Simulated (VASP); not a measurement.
Ir: single point with PBE

Ir:

```
Ir
1.0
     0.00000    1.92000    1.92000
     1.92000    0.00000    1.92000
     1.92000    1.92000    0.00000
Ir
1
Direct
  0.00000 0.00000 0.00000
```

- Program: VASP 6.6.1
- Task: single point
- Functional: PBE
- Potentials or basis: VASP PAW PBE potentials, release 64 (Ir_sv_GW)
- Cutoff: 500 eV
- k mesh: 8 × 8 × 8
- Occupations: gaussian, width 0.05 eV
- Spin: non-collinear spin, zero start, spin-orbit coupling
- Starting moments: [[0.0, 0.0, 0.0]] μB

| Property | Result |
| --- | --- |
| Pressure | 8.9 GPa |
| Net moment | 0.00 μB per cell |
| Valence electrons inside the program's atomic spheres | Ir 16.36 |

Moments on the atoms (μB; x, y, z):
```
Ir  0.00 0.00 0.00
```

Run time: 23 s on 1 thread of Intel(R) Xeon(R) Platinum 8488C (Sapphire Rapids), on a shared host, peak memory 0.17 GiB.
